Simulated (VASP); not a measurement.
# Sb (R-3m) in VASP: a series of runs, part 3 of 3

VASP 6.6.1.

### Step 4. Relaxation of cell and atoms, PBE exchange alone

Input file INCAR:

```
SYSTEM = Sb
PREC = Accurate ; ENCUT = 500
EDIFF = 1E-7 ; ISMEAR = -1
SIGMA = 0.05 ; LREAL = .FALSE.
LASPH = .TRUE. ; NELM = 120
ALGO = Normal ; ISIF = 3
LWAVE = .FALSE. ; LCHARG = .FALSE.
GGA = PE ; ALDAC = 0.0
AGGAC = 0.0 ; IBRION = 2
NSW = 60 ; EDIFFG = -0.01
GGA_COMPAT = .FALSE. ; NELMIN = 4
```

Input file KPOINTS:

```
Automatic mesh
0
G
  8 8 8
  0 0 0
```

Input file POSCAR:

```
Sb
1.0
    2.1542000000      1.2437279499      3.7580000000
   -2.1542000000      1.2437279499      3.7580000000
    0.0000000000     -2.4874558998      3.7580000000
Sb
2
Direct
    0.7665100000      0.7665100000      0.7665100000
    0.2334900000      0.2334900000      0.2334900000
```

Potentials or basis: VASP PAW PBE potentials, release 64 (Sb_d_GW).

Started as:

```console
cat potpaw_PBE.64/Sb_d_GW/POTCAR > POTCAR
mpirun -np 1 vasp_std > vasp.out
```

OUTCAR:

```text
SYSTEM = Sb
   PREC = Accurate
   ENCUT = 500
   EDIFF = 1E-7
   ISMEAR = -1
   LREAL = .FALSE.
   LASPH = .TRUE.
   NELM = 120
   ISIF = 3
   GGA = PE
   IBRION = 2
   NSW = 60
   EDIFFG = -0.01
   NELMIN = 4

 ion  position               nearest neighbor table
   1  0.767  0.767  0.767-   2 2.91   2 2.91   2 2.91   2 3.35   2 3.35   2 3.35
   2  0.233  0.233  0.233-   1 2.91   1 2.91   1 2.91   1 3.35   1 3.35   1 3.35

  LATTYP: Found a trigonal (rhomboedric) cell.
 ALAT       =     4.5066618304
 COS(alpha) =     0.5430253624

  Lattice vectors:

 A1 = (   2.1542000000,   1.2437279499,   3.7580000000)
 A2 = (  -2.1542000000,   1.2437279499,   3.7580000000)
 A3 = (   0.0000000000,  -2.4874558998,   3.7580000000)

Analysis of symmetry for initial positions (statically):
=====================================================================
 Subroutine PRICEL returns:
 Original cell was already a primitive cell.

 Routine SETGRP: Setting up the symmetry group for a
 trigonal (rhombohedral) supercell.

 Subroutine GETGRP returns: Found 12 space group operations
 (whereof 12 operations were pure point group operations)
 out of a pool of 12 trial point group operations.

The static configuration has the point symmetry D_3d.

Analysis of symmetry for dynamics (positions and initial velocities):
=====================================================================
 Subroutine PRICEL returns:
 Original cell was already a primitive cell.

 Routine SETGRP: Setting up the symmetry group for a
 trigonal (rhombohedral) supercell.

 Subroutine GETGRP returns: Found 12 space group operations
 (whereof 12 operations were pure point group operations)
 out of a pool of 12 trial point group operations.

The dynamic configuration has the point symmetry D_3d.

 Subroutine INISYM returns: Found 12 space group operations
 (whereof 12 operations are pure point group operations),
 and found     1 'primitive' translations

----------------------------------------------------------------------------------------

                                     Primitive cell

  volume of cell :      60.4115

  direct lattice vectors                    reciprocal lattice vectors
     2.154200000  1.243727950  3.758000000     0.232104726  0.134005726  0.088699663
    -2.154200000  1.243727950  3.758000000    -0.232104726  0.134005726  0.088699663
     0.000000000 -2.487455900  3.758000000     0.000000000 -0.268011452  0.088699663

  length of vectors
     4.506661830  4.506661830  4.506661830     0.282307932  0.282307932  0.282307932

  position of ions in fractional coordinates (direct lattice)
     0.766510000  0.766510000  0.766510000
     0.233490000  0.233490000  0.233490000

  ion indices of the primitive-cell ions
   primitive index   ion index
                 1           1
                 2           2

[... 53 lines left out ...]
   k-points           NKPTS =     65   k-points in BZ     NKDIM =     65   number of bands    NBANDS=     19
   number of dos      NEDOS =    301   number of ions     NIONS =      2
   total plane-waves  NPLWV =  46656
   dimension x,y,z NGX =    36 NGY =   36 NGZ =   36
   dimension x,y,z NGXF=    72 NGYF=   72 NGZF=   72
   ions per type =               2
   NGX,Y,Z   is equivalent  to a cutoff of  13.28, 13.28, 13.28 a.u.
   NGXF,Y,Z  is equivalent  to a cutoff of  26.56, 26.56, 26.56 a.u.
 SYSTEM =  Sb
   PREC   = accura    normal or accurate (medium, high low for compatibility)
   ISTART =      0    job   : 0-new  1-cont  2-samecut
   ICHARG =      2    charge: 1-file 2-atom 10-const
   ISPIN  =      1    spin polarized calculation?
   LNONCOLLINEAR =      F non collinear calculations
   LSORBIT =      F    spin-orbit coupling
   LASPH  =      T    aspherical Exc in radial PAW
   ENCUT  =  500.0 eV  36.75 Ry    6.06 a.u.   8.22  8.22  8.22*2*pi/ulx,y,z
   NELM   =    120;   NELMIN=  4; NELMDL= -5     # of ELM steps
   EDIFF  = 0.1E-06   stopping-criterion for ELM
   LREAL  =      F    real-space projection
   EDIFFG = -.1E-01   stopping-criterion for IOM
   NSW    =     60    number of steps for IOM
   IBRION =      2    ionic relax: 0-MD 1-quasi-New 2-CG
   NFREE  =      1    steps in history (QN), initial steepest desc. (CG)
   ISIF   =      3    stress and relaxation
   ISYM   =      2    0-nonsym 1-usesym 2-fastsym
   POTIM  = 0.5000    time-step for ionic-motion
   TEBEG  =    0.0;   TEEND  =   0.0 temperature during run
   PSTRESS=    0.0 pullay stress
   NELECT =      30.0000    total number of electrons
   NUPDOWN=      -1.0000    fix difference up-down
   EMIN   =  10.00;   EMAX   =-10.00  energy-range for DOS
   EFERMI =   0.00;   METHOD = LEGACY
   ISMEAR =    -1;   SIGMA  =   0.05  broadening in eV -4-tet -1-fermi 0-gaus
   EFERMI_NEDOS =   21; number of points for ismear=-14 and -15
   IALGO  =     38    algorithm
   IMIX   =      4    mixing-type and parameters
     AMIX     =   0.40;   BMIX     =  1.00
     AMIX_MAG =   1.60;   BMIX_MAG =  1.00
  volume/ion in A,a.u.               =      30.21       203.84
  Fermi-wavevector in a.u.,A,eV,Ry     =   1.296409  2.449858 22.866996  1.680677
  Thomas-Fermi vector in A             =   2.427867
   LORBIT       =      0    0 simple, 1 ext, 2 COOP (PROOUT), +10 PAW based schemes
   GGA     = PE    functional components
   LHFCALC =     F    Hartree Fock is set to
   AEXX    =    0.0000 exact exchange contribution
   IVDW    =     0    specifies the selected vdW correction
   LEPSILON=     F    determine dielectric tensor
   LRPA    =     F    only Hartree local field effects (RPA)
 conjugate gradient relaxation of ions
 non-spin polarized calculation
  energy-cutoff  :      500.00
  volume of cell :       60.41
 maximum number of plane-waves:      1552
 NGX is ok and might be reduce to    36

--------------------------------------- Ionic step        1  -------------------------------------------

 number of electron      30.0000008 magnetization

 Free energy of the ion-electron system (eV)
  ---------------------------------------------------
  ext. energy  EPLUGINS =         0.00000000
  ---------------------------------------------------
  free energy    TOTEN  =        -5.26783437 eV

  energy without entropy =       -5.26471257  energy(sigma->0) =       -5.26627347

------------------------ aborting loop because EDIFF is reached ----------------------------------------

  FORCE on cell =-STRESS in cart. coord.  units (eV):
  Direction    XX          YY          ZZ          XY          YZ          ZX
  --------------------------------------------------------------------------------------
  -------------------------------------------------------------------------------------
  Total        4.7130675      4.7130675      4.4838204      0.0000000      0.0000000      0.0000000
  in kB      124.9956226    124.9956226    118.9157428      0.0000000      0.0000000      0.0000000
  external PRESSURE =     122.9689960 kB  Pullay stress =       0.0000000 kB
[... 89 lines left out ...]
  FREE ENERGIE OF THE ION-ELECTRON SYSTEM (eV)
  ---------------------------------------------------
  free  energy   TOTEN  =        -5.7618826799 eV

  energy  without entropy=       -5.7601680549  energy(sigma->0) =       -5.76102537

[... ionic steps 4 to 13 ...]

--------------------------------------- Ionic step       14  -------------------------------------------

 number of electron      29.9999999 magnetization

------------------------ aborting loop because EDIFF is reached ----------------------------------------
[... 67 lines left out ...]
--------------------------------------- Ionic step       16  -------------------------------------------

 number of electron      30.0000042 magnetization

 Free energy of the ion-electron system (eV)
  ---------------------------------------------------
  ext. energy  EPLUGINS =         0.00000000
  ---------------------------------------------------
  free energy    TOTEN  =        -5.99241406 eV

  energy without entropy =       -5.99166748  energy(sigma->0) =       -5.99204077

 E-fermi :   3.1715     XC(G=0):  -6.2997

 val. band max:        3.0396644349   @ k =   0.5000   0.3750   0.3750
 cond. band min:       3.3155583616   @ k =   0.3750  -0.0000  -0.0000
 fundamental gap:      0.2758939266
 Fermi energy:         3.1715418236

 k-point     1 :       0.0000    0.0000    0.0000
  band No.  band energies     occupation
      1     -25.7334      2.00000
      2     -25.7334      2.00000
      3     -25.6917      2.00000
      4     -25.6917      2.00000
      5     -25.6472      2.00000
      6     -25.6225      2.00000
[... 505 lines left out ...]
      6     -25.6313      2.00000
[... 11 lines left out ...]
     18       5.4032      0.00000
     19       8.4646      0.00000

 [... further k-points ...]
[... 5 lines left out ...]
  --------------------------------------------------------------------------------------
  -------------------------------------------------------------------------------------
  Total       -0.0013449     -0.0013449     -0.0023804      0.0000000     -0.0000000      0.0000000
  in kB       -0.0227268     -0.0227268     -0.0402256      0.0000000     -0.0000000      0.0000000
  external PRESSURE =      -0.0285597 kB  Pullay stress =       0.0000000 kB
[... 17 lines left out ...]
  FREE ENERGIE OF THE ION-ELECTRON SYSTEM (eV)
  ---------------------------------------------------
  free  energy   TOTEN  =        -5.9924140641 eV

  energy  without entropy=       -5.9916674849  energy(sigma->0) =       -5.99204077

 reached required accuracy - stopping structural energy minimisation
```

OSZICAR:

```text
N       E                     dE             d eps       ncg     rms          rms(c)
[... 188 lines left out ...]
DAV:   2    -0.600949685623E+01    0.25026E-01   -0.25256E-01  4412   0.184E+01    0.727E-01
DAV:   3    -0.599283346640E+01    0.16663E-01   -0.39033E-02  4732   0.128E+01    0.148E-01
DAV:   4    -0.599253179968E+01    0.30167E-03   -0.55086E-03  4625   0.216E+00    0.616E-02
DAV:   5    -0.599241706384E+01    0.11474E-03   -0.44719E-04  4798   0.104E+00    0.198E-02
DAV:   6    -0.599241542931E+01    0.16345E-05   -0.24204E-05  4854   0.114E-01    0.105E-02
DAV:   7    -0.599241416474E+01    0.12646E-05   -0.30143E-06  3210   0.633E-02    0.113E-03
DAV:   8    -0.599241403507E+01    0.12967E-06   -0.47448E-07  3068   0.209E-02    0.623E-04
DAV:   9    -0.599241406408E+01   -0.29015E-07   -0.15379E-07  2319   0.951E-03
  16 F= -.59924141E+01 E0= -.59920408E+01  d E =-.217143E-02
```

Wall time 12 min (1 thread of Intel Xeon Platinum 8559C (Emerald Rapids), shared host); peak memory 0.26 GiB.

Results:

```
Free energy                            : -5.9924 eV
Relaxed volume                         : 47.41 Å³/atom
Relaxed cell                           : a = 6.037 Å, b = 6.037 Å, c = 6.037 Å, α = 43.55°, β = 43.55°, γ = 43.55°
Space group after relaxing (to 0.05 Å) : R-3m (No. 166)
Energy gained by relaxing              : 362.3 meV/atom
Ionic steps                            : 16
Pressure after relaxing                : 0.0 GPa
Largest force after relaxing           : 0.009 eV/Å
Band gap on the k mesh                 : 0.28 eV, indirect (least direct gap 0.55 eV)
```

Forces on the atoms (eV/Å):
```
Sb   0.000  0.000  0.009
Sb   0.000  0.000 -0.009
```

The path:
```
step  energy change (eV)  largest force (eV/Å)  pressure (GPa)  volume (Å³)
   1              0.0000                0.2995           12.30        60.41
   2             -0.4402                0.8636           -2.14        83.03
   3             -0.4940                0.6434            0.18        75.89
   4             -0.5344                0.5242            0.23        76.89
   5             -0.6097                0.0033            0.54        79.92
   6             -0.6153                0.2823            0.79        81.33
   7             -0.6443                0.2050            0.09        85.00
   8             -0.6634                0.0842           -0.71        90.69
   9             -0.6653                0.0370           -0.97        93.05
  10             -0.6997                0.0813           -0.35        93.09
  11             -0.6895                0.2077            1.22        92.09
  12             -0.7185                0.1516            0.34        92.90
  13             -0.7200                0.1722            0.65        92.72
  14             -0.7096                0.2024           -0.33        95.99
  15             -0.7224                0.0526            0.34        93.84
  16             -0.7246                0.0092            0.00        94.81
```

Final structure:
```yaml
crystal:
  lattice:
    - [2.23987, 1.29319, 5.45540]
    - [-2.23987, 1.29319, 5.45540]
    - [0.00000, -2.58638, 5.45540]
  atoms:
    - { symbol: Sb, position: [0.78460, 0.78460, 0.78460] }
    - { symbol: Sb, position: [0.21540, 0.21540, 0.21540] }
```

Caveat: the volume moved by over 15 % at a fixed basis, so the end points are rough; spin-orbit coupling is left out, which moves the levels of the heavy elements; the volume moved by +57 % from the deposited cell, more than functionals usually miss. Zero-point motion and thermal expansion aren't in these numbers.

### Step 5. Single point, PBE

Input file INCAR:

```
SYSTEM = Sb
  PREC = Accurate
  ENCUT = 520
  EDIFF = 1E-7
  ISMEAR = 0
  SIGMA = 0.012
  LREAL = .FALSE.
  LASPH = .TRUE.
  NELM = 80
  ALGO = Normal
  ISIF = 2
  LWAVE = .FALSE.
  LCHARG = .FALSE.
  GGA = PE
  NBANDS = 12
```

Input file KPOINTS:

```
regular mesh
0
G
  8 8 8
  0 0 0
```

POSCAR is that of step 4.

Potentials or basis: VASP PAW PBE potentials, release 64 (Sb).

Started as:

```console
cat potpaw_PBE.64/Sb/POTCAR > POTCAR
mpirun -np 1 vasp_std > vasp.out
```

Run time: 17 s. Hardware: 1 thread of Intel Xeon 6975P-C (Granite Rapids), shared host; peak memory 0.22 GiB.

It converged, with:

```
Free energy            : -8.2562 eV
Pressure               : 2.8 GPa
Largest force          : 0.185 eV/Å
Band gap on the k mesh : zero (band 5 reaches 7.38 eV, above the bottom of band 6 at 7.08 eV)
```

Forces on the atoms (eV/Å):
```
Sb   0.000  0.000 -0.185
Sb   0.000  0.000  0.185
```

Stress tensor (GPa, compression positive):
```
3.02 0.00 0.00
0.00 3.02 0.00
0.00 0.00 2.28
```

Levels at points of the mesh, in eV from the Fermi level:
| k point | band 1 | band 2 | band 3 | band 4 | band 5 | band 6 | band 7 | band 8 | band 9 | band 10 |
| --- | --- | --- | --- | --- | --- | --- | --- | --- | --- | --- |
| (0.00, 0.00, 0.00) | -12.82 | -4.89 | -2.16 | -1.89 | -1.89 | 1.97 | 2.60 | 2.60 | 4.99 | 4.99 |
| (0.50, 0.00, 0.00) | -10.46 | -9.73 | -2.04 | -1.92 | -0.38 | -0.30 | 0.10 | 0.41 | 7.47 | 8.11 |
| (0.50, 0.50, 0.00) | -10.45 | -8.10 | -5.53 | -3.85 | -3.76 | 1.43 | 4.85 | 5.43 | 6.85 | 8.60 |
| (0.50, 0.50, 0.50) | -11.29 | -9.07 | -1.41 | -1.41 | -0.57 | 0.04 | 0.04 | 1.04 | 6.90 | 8.55 |

Caveat: spin-orbit coupling is left out, which moves the levels of the heavy elements.

### Step 6. Overview

```tsv
task	level	potentials or basis	cell	k mesh	cutoff (eV)	smearing	second run	gap on the mesh (eV)	pressure (GPa)	largest force (eV/Å)
single point	BLYP	VASP PAW PBE potentials, release 64 (Sb_d_GW)	a = 4.507 Å, angles 57.1°, 2 atoms	6 × 6 × 6	500	methfessel-paxton 0.1 eV	valence_matched	none	6.8	0.01
single point	PBE exchange alone	VASP PAW PBE potentials, release 64 (Sb_d_GW)	a = 4.537 Å, angles 57.1°, 2 atoms	8 × 8 × 8	500	fermi-dirac 0.05 eV	valence_matched	none	10.8	0.20
relaxation of cell and atoms	PBE exchange alone	VASP PAW PBE potentials, release 64 (Sb_d_GW)	relaxed from a = 4.507 Å, angles 57.1°, 2 atoms	8 × 8 × 8	500	fermi-dirac 0.05 eV	valence_matched	0.28	0.0	0.01
single point	PBE	VASP PAW PBE potentials, release 64 (Sb)	a = 4.507 Å, angles 57.1°, 2 atoms	8 × 8 × 8	520	gaussian 0.012 eV	-	none	2.8	0.18
```

Some of these runs hold the atoms at other places in the same cell, which the table doesn't show; runs alike in all that it shows share one row.

Alike in all rows: no spin polarisation.

Caveats: spin-orbit coupling is left out, which moves the levels of the heavy elements; the PAW data sets were made with another functional, which shifts forces and pressure a little (some runs); the volume moved by over 15 % at a fixed basis, so the end points are rough (some runs); the volume moved by +57 % from the deposited cell, more than functionals usually miss (some runs).

Total energies depend on the potentials used, so only differences within one code and one set of settings carry meaning.
